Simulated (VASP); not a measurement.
# YNbTl (P-6m2) in VASP: further runs, part 2 of 2

VASP 6.6.1. Earlier steps stand in the parts before.

**3. Single point, PBE, collinear spin**

The input, INCAR:

```
SYSTEM = YNbTl
  ALGO = Normal
  EDIFF = 1E-6
  ENCUT = 520
  GGA = PE
  ISIF = 2
  ISMEAR = 0
  ISPIN = 2
  LASPH = .TRUE.
  LCHARG = .TRUE.
  LELF = .TRUE.
  LMAXMIX = 4
  LORBIT = 11
  LREAL = .FALSE.
  LVHAR = .TRUE.
  LWAVE = .FALSE.
  MAGMOM = 0 1 0
  NBANDS = 30
  NELM = 150
  PREC = Accurate
  SIGMA = 0.1
```

The input, KPOINTS:

```
k-points
0
G
  6 6 4
  0 0 0
```

The input, POSCAR:

```
YNbTl
1.0
    4.7228336100      0.0000000000      0.0000000000
   -2.3614168000      4.0900938800      0.0000000000
    0.0000000000      0.0000000000      3.8225675000
Y Nb Tl
1 1 1
Direct
    0.0000000000      0.0000000000      0.0000000000
    0.6666666700      0.3333333300      0.5000000000
    0.3333333300      0.6666666700      0.5000000000
```

Potentials or basis: VASP PAW PBE potentials, release 64 (Y_sv, Nb_sv, Tl_d).

Started as:

```sh
cat potpaw_PBE.64/Y_sv/POTCAR potpaw_PBE.64/Nb_sv/POTCAR potpaw_PBE.64/Tl_d/POTCAR > POTCAR
mpirun -np 1 vasp_std > vasp.out
```

OUTCAR:

```text
SYSTEM = YNbTl
   EDIFF = 1E-6
   ENCUT = 520
   GGA = PE
   ISIF = 2
   ISMEAR = 0
   ISPIN = 2
   LASPH = .TRUE.
   LORBIT = 11
   LREAL = .FALSE.
   NELM = 150
   PREC = Accurate

 ion  position               nearest neighbor table
   1  0.000  0.000  0.000-   2 3.33   3 3.33   2 3.33   3 3.33   3 3.33   3 3.33   2 3.33   2 3.33
                             2 3.33   2 3.33   3 3.33   3 3.33
   2  0.667  0.333  0.500-   3 2.73   3 2.73   3 2.73   1 3.33   1 3.33   1 3.33   1 3.33   1 3.33
                             1 3.33
   3  0.333  0.667  0.500-   2 2.73   2 2.73   2 2.73   1 3.33   1 3.33   1 3.33   1 3.33   1 3.33
                             1 3.33

  LATTYP: Found a hexagonal cell.
 ALAT       =     4.7228336100
 C/A-ratio  =     0.8093800916

  Lattice vectors:

 A1 = (   4.7228336100,   0.0000000000,   0.0000000000)
 A2 = (  -2.3614168000,   4.0900938800,   0.0000000000)
 A3 = (   0.0000000000,   0.0000000000,   3.8225675000)

Analysis of symmetry for initial positions (statically):
=====================================================================
 Subroutine PRICEL returns:
 Original cell was already a primitive cell.

 Routine SETGRP: Setting up the symmetry group for a
 hexagonal supercell.

 Subroutine GETGRP returns: Found 12 space group operations
 (whereof 12 operations were pure point group operations)
 out of a pool of 24 trial point group operations.

The static configuration has the point symmetry D_3h.

Analysis of symmetry for dynamics (positions and initial velocities):
=====================================================================
 Subroutine PRICEL returns:
 Original cell was already a primitive cell.

 Routine SETGRP: Setting up the symmetry group for a
 hexagonal supercell.

 Subroutine GETGRP returns: Found 12 space group operations
 (whereof 12 operations were pure point group operations)
 out of a pool of 24 trial point group operations.

The dynamic configuration has the point symmetry D_3h.

Analysis of structural, dynamic, and magnetic symmetry:
=====================================================================
 Subroutine PRICEL returns:
 Original cell was already a primitive cell.

 Routine SETGRP: Setting up the symmetry group for a
 hexagonal supercell.

 Subroutine GETGRP returns: Found 12 space group operations
 (whereof 12 operations were pure point group operations)
 out of a pool of 24 trial point group operations.

The overall configuration has the point symmetry D_3h.

 Subroutine INISYM returns: Found 12 space group operations
 (whereof 12 operations are pure point group operations),
 and found     1 'primitive' translations

----------------------------------------------------------------------------------------

                                     Primitive cell

  volume of cell :      73.8399

  direct lattice vectors                    reciprocal lattice vectors
     4.722833610  0.000000000  0.000000000     0.211737292  0.122246583  0.000000000
    -2.361416800  4.090093880  0.000000000     0.000000000  0.244493166  0.000000000
     0.000000000  0.000000000  3.822567500     0.000000000  0.000000000  0.261604275

[... 77 lines left out ...]
   LSORBIT =      F    spin-orbit coupling
   LASPH  =      T    aspherical Exc in radial PAW
   ENCUT  =  520.0 eV  38.22 Ry    6.18 a.u.   8.78  8.78  7.11*2*pi/ulx,y,z
   NELM   =    150;   NELMIN=  2; NELMDL= -5     # of ELM steps
   EDIFF  = 0.1E-05   stopping-criterion for ELM
   LREAL  =      F    real-space projection
   EDIFFG = 0.1E-04   stopping-criterion for IOM
   NSW    =      0    number of steps for IOM
   IBRION =     -1    ionic relax: 0-MD 1-quasi-New 2-CG
   NFREE  =      0    steps in history (QN), initial steepest desc. (CG)
   ISIF   =      2    stress and relaxation
   ISYM   =      2    0-nonsym 1-usesym 2-fastsym
   POTIM  = 0.5000    time-step for ionic-motion
   TEBEG  =    0.0;   TEEND  =   0.0 temperature during run
   PSTRESS=    0.0 pullay stress
   NELECT =      37.0000    total number of electrons
   NUPDOWN=      -1.0000    fix difference up-down
   EMIN   =  10.00;   EMAX   =-10.00  energy-range for DOS
   EFERMI =   0.00;   METHOD = LEGACY
   ISMEAR =     0;   SIGMA  =   0.10  broadening in eV -4-tet -1-fermi 0-gaus
   EFERMI_NEDOS =   21; number of points for ismear=-14 and -15
   IALGO  =     38    algorithm
   IMIX   =      4    mixing-type and parameters
     AMIX     =   0.40;   BMIX     =  1.00
     AMIX_MAG =   1.60;   BMIX_MAG =  1.00
  volume/ion in A,a.u.               =      24.61       166.10
  Fermi-wavevector in a.u.,A,eV,Ry     =   1.300304  2.457219 23.004617  1.690792
  Thomas-Fermi vector in A             =   2.431512
   LORBIT       =     11    0 simple, 1 ext, 2 COOP (PROOUT), +10 PAW based schemes
   GGA     = PE    functional components
   LHFCALC =     F    Hartree Fock is set to
   AEXX    =    0.0000 exact exchange contribution
   IVDW    =     0    specifies the selected vdW correction
   LEPSILON=     F    determine dielectric tensor
   LRPA    =     F    only Hartree local field effects (RPA)
 spin polarized calculation
 Gauss-broadening in eV      SIGMA  =   0.10
  energy-cutoff  :      520.00
  volume of cell :       73.84
 maximum number of plane-waves:      2018
 NGX is ok and might be reduce to    36
   NGX = 17   NGY = 17   NGZ = 15

 number of electron      37.0000001 magnetization       1.0657938

 Free energy of the ion-electron system (eV)
  ---------------------------------------------------
  ext. energy  EPLUGINS =         0.00000000
  ---------------------------------------------------
  free energy    TOTEN  =       -17.68939410 eV

  energy without entropy =      -17.66889342  energy(sigma->0) =      -17.67914376

 E-fermi :   6.9238     XC(G=0): -10.7834

 val. band max:        6.9153261890   @ k =   0.3333   0.0000   0.0000
 cond. band min:       6.9611211687   @ k =   0.1667  -0.0000   0.0000
 fundamental gap:      0.0457949797
 Fermi energy:         6.9238025501

 spin component 1

 k-point     1 :       0.0000    0.0000    0.0000
  band No.  band energies     occupation
      1     -48.1745      1.00000
      2     -35.7440      1.00000
      3     -24.3870      1.00000
      4     -24.3870      1.00000
      5     -24.1409      1.00000
      6     -15.7495      1.00000
[... 682 lines left out ...]
     29      13.1385      0.00000
     30      16.0180      0.00000
 Fermi energy:         6.9238025501

 spin component 2

 k-point     1 :       0.0000    0.0000    0.0000
  band No.  band energies     occupation
      1     -47.7041      1.00000
      2     -35.7137      1.00000
      3     -23.8398      1.00000
      4     -23.8398      1.00000
      5     -23.6145      1.00000
      6     -15.7149      1.00000
[... 682 lines left out ...]
     29      13.3190      0.00000
     30      16.2307      0.00000

------------------------ aborting loop because EDIFF is reached ----------------------------------------

  FORCE on cell =-STRESS in cart. coord.  units (eV):
  Direction    XX          YY          ZZ          XY          YZ          ZX
  --------------------------------------------------------------------------------------
  -------------------------------------------------------------------------------------
  Total        3.0292238      3.0292238     -0.8122774      0.0000000     -0.0000000      0.0000000
  in kB       65.7280658     65.7280657    -17.6247859      0.0000001     -0.0000000      0.0000000
  external PRESSURE =      37.9437819 kB  Pullay stress =       0.0000000 kB

 VOLUME and BASIS-vectors are now :
 -----------------------------------------------------------------------------
  energy-cutoff  :      520.00
  volume of cell :       73.84
      direct lattice vectors                 reciprocal lattice vectors
     4.722833610  0.000000000  0.000000000     0.211737292  0.122246583  0.000000000
    -2.361416800  4.090093880  0.000000000     0.000000000  0.244493166  0.000000000
     0.000000000  0.000000000  3.822567500     0.000000000  0.000000000  0.261604275

 POSITION                                       TOTAL-FORCE (eV/Angst)
 -----------------------------------------------------------------------------------
      0.00000      0.00000      0.00000        -0.000000      0.000000      0.000000
      2.36142      1.36336      1.91128        -0.000000      0.000000      0.000000
     -0.00000      2.72673      1.91128         0.000000     -0.000000      0.000000
 -----------------------------------------------------------------------------------
    total drift:                               -0.000033      0.000019      0.000000

  FREE ENERGIE OF THE ION-ELECTRON SYSTEM (eV)
  ---------------------------------------------------
  free  energy   TOTEN  =       -17.6893940986 eV

  energy  without entropy=      -17.6688934151  energy(sigma->0) =      -17.67914376

 total charge

# of ion       s       p       d       f       tot
--------------------------------------------------
    1        2.211   6.306   0.938   0.021   9.477
    2        2.183   5.958   2.520   0.000  10.662
    3        1.073   0.859   9.596   0.000  11.527
--------------------------------------------------
tot          5.468  13.123  13.055   0.021  31.666

 magnetization (x)

# of ion       s       p       d       f       tot
--------------------------------------------------
    1        0.001   0.030   0.051   0.003   0.086
    2        0.009   0.007   0.703   0.000   0.719
    3       -0.007  -0.030   0.022   0.000  -0.015
--------------------------------------------------
tot          0.003   0.007   0.776   0.003   0.790
```

OSZICAR:

```text
N       E                     dE             d eps       ncg     rms          rms(c)
DAV:   1     0.277109703549E+03    0.27711E+03   -0.19701E+04  2520   0.123E+03
DAV:   2    -0.760226944898E+00   -0.27787E+03   -0.26942E+03  2956   0.379E+02
DAV:   3    -0.175799384186E+02   -0.16820E+02   -0.16429E+02  4328   0.667E+01
DAV:   4    -0.183990051764E+02   -0.81907E+00   -0.80744E+00  3526   0.119E+01
DAV:   5    -0.184286345788E+02   -0.29629E-01   -0.29592E-01  3706   0.224E+00    0.291E+01
DAV:   6    -0.178316538763E+02    0.59698E+00   -0.14723E+00  3632   0.689E+00    0.167E+01
DAV:   7    -0.177705949545E+02    0.61059E-01   -0.14668E+00  3350   0.488E+00    0.895E+00
DAV:   8    -0.176968933559E+02    0.73702E-01   -0.59192E-01  3776   0.350E+00    0.191E+00
DAV:   9    -0.176887759661E+02    0.81174E-02   -0.58156E-02  3336   0.151E+00    0.718E-01
DAV:  10    -0.176893815503E+02   -0.60558E-03   -0.69982E-03  3536   0.511E-01    0.305E-01
DAV:  11    -0.176893748017E+02    0.67486E-05   -0.38606E-04  3412   0.102E-01    0.102E-01
DAV:  12    -0.176893795208E+02   -0.47192E-05   -0.86294E-05  3336   0.606E-02    0.617E-02
DAV:  13    -0.176893935412E+02   -0.14020E-04   -0.28677E-05  3028   0.333E-02    0.140E-02
DAV:  14    -0.176893940986E+02   -0.55742E-06   -0.15661E-06  2540   0.784E-03
   1 F= -.17689394E+02 E0= -.17679144E+02  d E =-.205007E-01  mag=     1.0664
```

Wall time 73 s (1 thread of Intel Xeon Platinum 8375C at 2.90GHz (Ice Lake), shared host); peak memory 0.26 GiB.

Results:

```
Free energy                                           : -17.6894 eV
Pressure                                              : 3.8 GPa
Net moment                                            : 1.07 μB per cell
Site moments                                          : Y +0.09; Nb +0.72; Tl -0.01 μB
Valence electrons inside the program's atomic spheres : Y 9.48; Nb 10.66; Tl 11.53
```

Stress tensor (GPa, compression positive):
```
 6.57  0.00  0.00
 0.00  6.57  0.00
 0.00  0.00 -1.76
```

Levels at points of the mesh, in eV from the Fermi level:
Spin up:
| k point | band 16 | band 17 | band 18 | band 19 | band 20 | band 21 | band 22 | band 23 |
| --- | --- | --- | --- | --- | --- | --- | --- | --- |
| (0.00, 0.00, 0.00) | -2.20 | -1.82 | 0.07 | 0.07 | 0.59 | 0.81 | 0.81 | 3.26 |
| (0.50, 0.00, 0.00) | -1.88 | -0.79 | -0.51 | -0.03 | 0.07 | 0.71 | 1.89 | 2.56 |
| (0.00, 0.00, 0.50) | -2.41 | -2.41 | -1.18 | -1.18 | 2.15 | 3.09 | 3.09 | 3.73 |
| (0.50, 0.00, 0.50) | -2.24 | -0.75 | -0.67 | -0.14 | -0.04 | 0.13 | 0.95 | 2.06 |
Spin down:
```csv
k point,band 16,band 17,band 18,band 19,band 20,band 21
"(0.00, 0.00, 0.00)",-1.93,-1.56,0.68,0.73,0.73,1.12
"(0.50, 0.00, 0.00)",-1.58,-0.53,-0.01,0.48,0.59,1.10
"(0.00, 0.00, 0.50)",-2.08,-2.08,-0.65,-0.65,2.55,3.32
"(0.50, 0.00, 0.50)",-2.01,-0.62,-0.04,0.36,0.40,0.45
```

Caveat: the k points lie up to 0.41 Å⁻¹ apart; spin-orbit coupling is left out, which moves the levels of the heavy elements.
